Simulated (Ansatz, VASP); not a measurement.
**Two plane-wave programs on SiNi3**

The input INCAR:

```
SYSTEM = SiNi3
PREC     = Accurate       ! precision mode
ENCUT    = 520            ! plane-wave cutoff, eV
EDIFF    = 1E-6           ! SCF threshold, eV
ISMEAR   = 0              ! smearing method
SIGMA    = 0.1            ! smearing width, eV
LREAL    = .False.        ! projectors in reciprocal space
LASPH    = .True.         ! aspherical terms in the spheres
NELM     = 100            ! most SCF steps
ALGO     = Normal         ! electronic algorithm
ISIF     = 2              ! what is computed and relaxed
LWAVE    = .False.        ! write WAVECAR
LCHARG   = .False.        ! write CHGCAR
GGA      = PS             ! functional
NBANDS   = 25             ! bands
```

The input KPOINTS:

```
regular mesh
0
Gamma
  16 16 16
  0 0 0
```

Contents of POSCAR:

```
SiNi3
1.0
    3.4612457486      0.0000000000      0.0000000000
    0.0000000000      3.4612457486      0.0000000000
    0.0000000000      0.0000000000      3.4612457486
Si Ni
1 3
Direct
    0.0000000000      0.0000000000      0.0000000000
    0.0000000000      0.5000000000      0.5000000000
    0.5000000000      0.0000000000      0.5000000000
    0.5000000000      0.5000000000      0.0000000000
```

Input for Ansatz:

```yaml
crystal:
  lattice:
    - [3.4612457486, 0.0, 0.0]
    - [0.0, 3.4612457486, 0.0]
    - [0.0, 0.0, 3.4612457486]
  atoms:
    - { symbol: Si, position: [0.0, 0.0, 0.0] }
    - { symbol: Ni, position: [0.0, 0.5, 0.5] }
    - { symbol: Ni, position: [0.5, 0.0, 0.5] }
    - { symbol: Ni, position: [0.5, 0.5, 0.0] }
basis:
  ecutwfc: 420
kpoints:
  mp_grid: { grid: [16, 16, 16] }
hamiltonian:
  xc: pbesol
scf:
  occupations: { method: gaussian, width: 0.1 }
output:
  forces: true
  stress: true
  eigenvalues: true
```

Alike in both runs: task single point; functional PBEsol; k mesh 16 × 16 × 16; occupations gaussian, width 0.1 eV; no spin polarisation.

|  | VASP | Ansatz |
| --- | --- | --- |
| version | VASP 6.6.1 | Ansatz 0.2.0 |
| potentials or method | VASP PAW PBE potentials, release 64 (Si, Ni), cutoff 520 eV | scalar-relativistic, plane waves, PAW |
| valence electrons in the cell | 34 | 58 |

```csv
,VASP,Ansatz,Ansatz less VASP
gap on the k mesh at the Fermi level (eV),none,none,-
pressure (GPa),0.1,0.0,-0.10
```

VASP's potentials were made for PBE, not for PBEsol. A gap of «none» marks a metal or a gap that the smearing closes. The functional is the same, so the differences come from potentials, cutoffs and numerics. VASP's potentials hold 34 valence electrons a cell and Ansatz's 58, so a difference there can come from the potentials and not from the codes.
